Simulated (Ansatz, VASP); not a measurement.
**HfC in VASP and in Ansatz**

```xyz
2
Lattice="-1.3967 2.4972 1.8473 1.3967 -2.4972 1.8473 1.3967 2.4972 -1.8473" Properties=species:S:1:pos:R:3 pbc="T T T"
Hf    0.0000    0.0000    3.6382
C     0.0000    2.4972    0.6630
```

Alike in both runs: task relaxation of cell and atoms; functional BLYP; k mesh 12 × 12 × 12; occupations fermi-dirac, width 0.05 eV; no spin polarisation.

|  | VASP | Ansatz |
| --- | --- | --- |
| version | VASP 6.6.1 | Ansatz 0.2.0 |
| potentials or method | VASP PAW PBE potentials, release 64 (Hf_pv, C) | Ansatz PAW |
| plane-wave cutoff (eV) | 600 | 420 |
| valence electrons in the cell | 14 | 30 |

Ansatz gave:

| Quantity | Value |
| --- | --- |
| gap on the k mesh at the Fermi level, each at its own relaxed structure (eV) | none |
| relaxed volume (Å³/atom) | 12.98 |
| relaxed cell length with the largest relative difference (Å) | 3.323 |

**Question.** What did VASP give for the same quantities?

**Answer.** gap on the k mesh at the Fermi level, each at its own relaxed structure (eV): none; relaxed volume (Å³/atom): 12.97; relaxed cell length with the largest relative difference (Å): 3.322.

VASP's potentials were made for PBE, not for BLYP. A gap of «none» marks a metal or a gap that the smearing closes. VASP's potentials hold 14 valence electrons a cell and Ansatz's 30, so a difference there can come from the potentials and not from the codes.

Spin-orbit coupling is off throughout. Noted on Ansatz's run: the plane-wave basis is chosen anew once the cell has moved, so the energies of steps on either side of that aren't comparable.
